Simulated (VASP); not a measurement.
Set up this calculation in VASP 6.6.1, as the native input.

| Property | Result |
| --- | --- |
| Task | single point |
| Functional | PBE |
| Potentials or basis | VASP PAW PBE potentials, release 64 (Ga_d, O) |
| Cutoff | 520 eV |
| k mesh | 6 × 6 × 6 |
| Occupations | gaussian, width 0.1 eV |
| Spin | collinear spin, ferromagnetic start |
| Starting moments | [0.0, 1.0] μB |
| Dipole correction | no |
| Further INCAR settings | ALGO = Normal; EDIFF = 1e-06; NBANDS = 20 |

The structure of GaO lies in POSCAR:

```
GaO
1.0
    2.6363296600      0.0000000000      0.0000000000
    0.0000000000      2.6363296600      0.0000000000
    0.0000000000      0.0000000000      3.3962865800
Ga O
1 1
Direct
    0.0000000000      0.0000000000      0.0000000000
    0.5000000000      0.5000000000      0.5000000000
```

The cell was generated, and may not be a known phase.

These files were run (other wordings do the same):

INCAR

```
SYSTEM = GaO
  PREC = Accurate
  ENCUT = 520
  EDIFF = 1E-6
  ISMEAR = 0
  SIGMA = 0.1
  LREAL = .False.
  LASPH = .True.
  NELM = 150
  ALGO = Normal
  ISIF = 2
  LWAVE = .False.
  LCHARG = .True.
  ISPIN = 2
  MAGMOM = 0 1
  LORBIT = 11
  GGA = PE
  LELF = .True.
  LVHAR = .True.
  NBANDS = 20
```

KPOINTS

```
Automatic mesh
0
Gamma
  6 6 6
  0 0 0
```

Potentials or basis: VASP PAW PBE potentials, release 64 (Ga_d, O).

Launch:

```console
$ cat potpaw_PBE.64/Ga_d/POTCAR potpaw_PBE.64/O/POTCAR > POTCAR
$ mpirun -np 1 vasp_std > vasp.out
```

Results of the run:

- Pressure: -3.2 GPa
- Net moment: 0.00 μB per cell
- Valence electrons inside the program's atomic spheres: Ga 11.38; O 4.83

Caveat: the k points lie up to 0.40 Å⁻¹ apart.

Run time: 54 s on 1 thread of Intel Xeon 8259CL, with other jobs on the host, peak memory 0.16 GiB.
